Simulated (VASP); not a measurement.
# CuAu (P4/mmm) in VASP: a series of runs, part 3 of 3

VASP 6.6.1. Earlier steps stand in the parts before.

## (6) Single point, PBEsol

The input, INCAR:

```
PREC = Accurate
ENCUT = 520
EDIFF = 1E-6
ISMEAR = -1
SIGMA = 0.05
LREAL = F
LASPH = T
NELM = 100
ALGO = Normal
ISIF = 2
LWAVE = F
LCHARG = F
GGA = PS
NBANDS = 18
```

The input, KPOINTS:

```
regular mesh
0
Gamma
  13 13 10
```

The input, POSCAR:

```
CuAu
1.0
    2.8000000000      0.0000000000      0.0000000000
    0.0000000000      2.8000000000      0.0000000000
    0.0000000000      0.0000000000      3.6700000000
Cu Au
1 1
Direct
    0.5000000000      0.5000000000      0.5000000000
    0.0000000000      0.0000000000      0.0000000000
```

Potentials or basis: VASP PAW PBE potentials, release 64 (Cu, Au).

On the command line:

```bash
cat potpaw_PBE.64/Cu/POTCAR potpaw_PBE.64/Au/POTCAR > POTCAR
mpirun -np 1 vasp_std > vasp.out
```

OUTCAR:

```text
PREC = Accurate
   ENCUT = 520
   EDIFF = 1E-6
   ISMEAR = -1
   LREAL = F
   LASPH = T
   NELM = 100
   ISIF = 2
   GGA = PS

 ion  position               nearest neighbor table
   1  0.500  0.500  0.500-   2 2.70   2 2.70   2 2.70   2 2.70   2 2.70   2 2.70   2 2.70   2 2.70

   2  0.000  0.000  0.000-   1 2.70   1 2.70   1 2.70   1 2.70   1 2.70   1 2.70   1 2.70   1 2.70

  LATTYP: Found a simple tetragonal cell.
 ALAT       =     2.8000000000
 C/A-ratio  =     1.3107142857

  Lattice vectors:

 A1 = (   2.8000000000,   0.0000000000,   0.0000000000)
 A2 = (   0.0000000000,   2.8000000000,   0.0000000000)
 A3 = (   0.0000000000,   0.0000000000,   3.6700000000)

Analysis of symmetry for initial positions (statically):
=====================================================================
 Subroutine PRICEL returns:
 Original cell was already a primitive cell.

 Routine SETGRP: Setting up the symmetry group for a
 simple tetragonal supercell.

 Subroutine GETGRP returns: Found 16 space group operations
 (whereof 16 operations were pure point group operations)
 out of a pool of 16 trial point group operations.

The static configuration has the point symmetry D_4h.

Analysis of symmetry for dynamics (positions and initial velocities):
=====================================================================
 Subroutine PRICEL returns:
 Original cell was already a primitive cell.

 Routine SETGRP: Setting up the symmetry group for a
 simple tetragonal supercell.

 Subroutine GETGRP returns: Found 16 space group operations
 (whereof 16 operations were pure point group operations)
 out of a pool of 16 trial point group operations.

The dynamic configuration has the point symmetry D_4h.

 Subroutine INISYM returns: Found 16 space group operations
 (whereof 16 operations are pure point group operations),
 and found     1 'primitive' translations

[... 106 lines left out ...]
   NUPDOWN=      -1.0000    fix difference up-down
   EMIN   =  10.00;   EMAX   =-10.00  energy-range for DOS
   EFERMI =   0.00;   METHOD = LEGACY
   ISMEAR =    -1;   SIGMA  =   0.05  broadening in eV -4-tet -1-fermi 0-gaus
   EFERMI_NEDOS =   21; number of points for ismear=-14 and -15
   IALGO  =     38    algorithm
   IMIX   =      4    mixing-type and parameters
     AMIX     =   0.40;   BMIX     =  1.00
     AMIX_MAG =   1.60;   BMIX_MAG =  1.00
  volume/ion in A,a.u.               =      14.39        97.08
  Fermi-wavevector in a.u.,A,eV,Ry     =   1.497000  2.828919 30.490762  2.241008
  Thomas-Fermi vector in A             =   2.608944
   LORBIT       =      0    0 simple, 1 ext, 2 COOP (PROOUT), +10 PAW based schemes
   GGA     = PS    functional components
   LHFCALC =     F    Hartree Fock is set to
   AEXX    =    0.0000 exact exchange contribution
   IVDW    =     0    specifies the selected vdW correction
   LEPSILON=     F    determine dielectric tensor
   LRPA    =     F    only Hartree local field effects (RPA)
 non-spin polarized calculation
  energy-cutoff  :      520.00
  volume of cell :       28.77
 maximum number of plane-waves:       797
 NGX is ok and might be reduce to    24
   NGX = 11   NGY = 11   NGZ = 13

 number of electron      22.0000009 magnetization

 Free energy of the ion-electron system (eV)
  ---------------------------------------------------
  ext. energy  EPLUGINS =         0.00000000
  ---------------------------------------------------
  free energy    TOTEN  =        -8.35628864 eV

  energy without entropy =       -8.35196945  energy(sigma->0) =       -8.35412904

 E-fermi :   8.7401     XC(G=0): -12.9041

 val. band max:        8.7339776831   @ k =   0.4615   0.3846   0.1000
 cond. band min:       8.7847190259   @ k =   0.4615   0.0000   0.3000
 fundamental gap:      0.0507413429
 Fermi energy:         8.7400870852

 k-point     1 :       0.0000    0.0000    0.0000
  band No.  band energies     occupation
      1      -1.2188      2.00000
      2       2.0060      2.00000
      3       2.1749      2.00000
      4       4.6193      2.00000
      5       4.6193      2.00000
      6       5.7043      2.00000
[... 481 lines left out ...]
      5       4.7762      2.00000
      6       5.9195      2.00000
[... 10 lines left out ...]
     17      21.8746      0.00000
     18      22.0734      0.00000

 [... further k-points ...]
[... 5 lines left out ...]
  --------------------------------------------------------------------------------------
  -------------------------------------------------------------------------------------
  Total       -0.3909157     -0.3909157     -0.2952357      0.0000000      0.0000000      0.0000000
  in kB      -21.7676507    -21.7676507    -16.4398307      0.0000000      0.0000000      0.0000000
  external PRESSURE =     -19.9917107 kB  Pullay stress =       0.0000000 kB

 VOLUME and BASIS-vectors are now :
 -----------------------------------------------------------------------------
  energy-cutoff  :      520.00
  volume of cell :       28.77
      direct lattice vectors                 reciprocal lattice vectors
     2.800000000  0.000000000  0.000000000     0.357142857  0.000000000  0.000000000
     0.000000000  2.800000000  0.000000000     0.000000000  0.357142857  0.000000000
     0.000000000  0.000000000  3.670000000     0.000000000  0.000000000  0.272479564

 POSITION                                       TOTAL-FORCE (eV/Angst)
 -----------------------------------------------------------------------------------
      1.40000      1.40000      1.83500         0.000000      0.000000      0.000000
      0.00000      0.00000      0.00000         0.000000      0.000000      0.000000
 -----------------------------------------------------------------------------------
    total drift:                                0.000000      0.000000     -0.000000

  FREE ENERGIE OF THE ION-ELECTRON SYSTEM (eV)
  ---------------------------------------------------
  free  energy   TOTEN  =        -8.3562886400 eV

  energy  without entropy=       -8.3519694466  energy(sigma->0) =       -8.35412904
```

OSZICAR:

```text
N       E                     dE             d eps       ncg     rms          rms(c)
DAV:   1     0.127636353390E+03    0.12764E+03   -0.11020E+04  6606   0.173E+03
DAV:   2    -0.410373902035E+01   -0.13174E+03   -0.12325E+03  6142   0.297E+02
DAV:   3    -0.949820636130E+01   -0.53945E+01   -0.52784E+01  7068   0.694E+01
DAV:   4    -0.957524444201E+01   -0.77038E-01   -0.76972E-01  7522   0.691E+00
DAV:   5    -0.957714723376E+01   -0.19028E-02   -0.19027E-02  7840   0.112E+00    0.126E+01
DAV:   6    -0.895829662540E+01    0.61885E+00   -0.92176E+00  6522   0.819E+01    0.588E+00
DAV:   7    -0.842527384272E+01    0.53302E+00   -0.33228E+00  7548   0.852E+01    0.594E+00
DAV:   8    -0.836413239429E+01    0.61141E-01   -0.25263E-01  8758   0.114E+01    0.277E+00
DAV:   9    -0.835687643773E+01    0.72560E-02   -0.11617E-02  9232   0.157E+00    0.219E-01
DAV:  10    -0.835630538719E+01    0.57105E-03   -0.32891E-03  7166   0.145E+00    0.538E-02
DAV:  11    -0.835629079276E+01    0.14594E-04   -0.15332E-04  9276   0.261E-01    0.255E-02
DAV:  12    -0.835628878101E+01    0.20117E-05   -0.62419E-06  7966   0.696E-02    0.399E-03
DAV:  13    -0.835628864000E+01    0.14101E-06   -0.83024E-07  3598   0.176E-02
   1 F= -.83562886E+01 E0= -.83541290E+01  d E =-.431919E-02
```

stdout:

```text
POSCAR found type information on POSCAR CuAu
 POSCAR found :  2 types and       2 ions
 scaLAPACK will be used
 -----------------------------------------------------------------------------
|                                                                             |
|                                                                             |
|     You enforced a specific xc type in the INCAR file but a different       |
|     I HOPE YOU KNOW WHAT YOU ARE DOING!                                     |
|                                                                             |
 -----------------------------------------------------------------------------

 LDA part: xc-table for (Slater+PW92), standard interpolation
 POSCAR, INCAR and KPOINTS ok, starting setup
 FFT: planning ... GRIDC
 FFT: planning ... GRID_SOFT
 FFT: planning ... GRID
 WAVECAR not read
 entering main loop
```

Wall time 42 s (1 thread of Intel Xeon Platinum 8375C at 2.90GHz (Ice Lake), shared host); peak memory 0.22 GiB.

Results:

| Quantity | Value |
| --- | --- |
| Free energy | -8.3563 eV |
| Pressure | -2.0 GPa |
| Band gap on the k mesh | zero (band 11 reaches 13.15 eV, above the bottom of band 12 at 6.74 eV) |

Levels at points of the mesh, in eV from the Fermi level:
```tsv
k point	band 9	band 10	band 11	band 12	band 13	band 14
(0.00, 0.00, 0.00)	-1.71	-1.48	-1.48	2.02	8.10	10.00
(0.00, 0.00, 0.50)	-2.38	-2.36	-2.36	-2.00	14.36	14.60
```

Caveat: the PAW data sets were made with another functional, which shifts forces and pressure a little; spin-orbit coupling is left out, which moves the levels of the heavy elements.

## (7) The runs side by side

| level | k mesh | gap on the mesh (eV) | pressure (GPa) |
| --- | --- | --- | --- |
| PBE | 4 × 4 × 3 | none | 7.6 |
| PBE | 6 × 6 × 5 | none | 6.7 |
| PBE | 10 × 10 × 8 | none | 6.7 |
| PBE | 18 × 18 × 14 | none | 6.7 |
| PBEsol | 13 × 13 × 10 | none | -2.0 |

Alike in all rows: task single point; potentials or basis VASP PAW PBE potentials, release 64 (Cu, Au); no spin polarisation; cell as given; cutoff (eV) 520; smearing fermi-dirac 0.05 eV.

Caveats: some runs use coarse meshes; spin-orbit coupling is left out, which moves the levels of the heavy elements; the PAW data sets were made with another functional, which shifts forces and pressure a little (some runs).

Total energies depend on the potentials used, so only differences within one code and one set of settings carry meaning.
